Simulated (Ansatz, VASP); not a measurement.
One calculation of P, two programs

```
P
1.0
     4.62750    0.00000    0.00000
     0.00000    3.29186    0.00000
     0.00000    0.00000   27.81958
P
4
Direct
  0.09124 0.00000 0.37893
  0.40876 0.50000 0.37893
  0.59124 0.50000 0.30404
  0.90876 0.00000 0.30404
```

Alike in both runs: task single point; functional PBE0; k mesh 4 × 6 × 1; no spin polarisation.

|  | VASP | Ansatz |
| --- | --- | --- |
| version | VASP 6.6.1 | Ansatz 0.2.0 |
| potentials or method | VASP PAW PBE potentials, release 64 (P) | plane waves, PAW |
| plane-wave cutoff (eV) | 400 | 420 |
| occupations | gaussian, width 0.01 eV | fixed |
| valence electrons in the cell | 20 | 20 |

|  | VASP | Ansatz | Ansatz less VASP |
| --- | --- | --- | --- |
| gap on the k mesh at the Fermi level (eV) | 2.32 | 2.28 | -0.040 |
| rms of the force components (eV/Å) | 0.113 | 0.082 | -0.0308 |

Atom by atom the forces differ by 0.046 eV/Å (rms over components). Ansatz's warnings: stress exchange threshold loose, stress scf threshold loose.
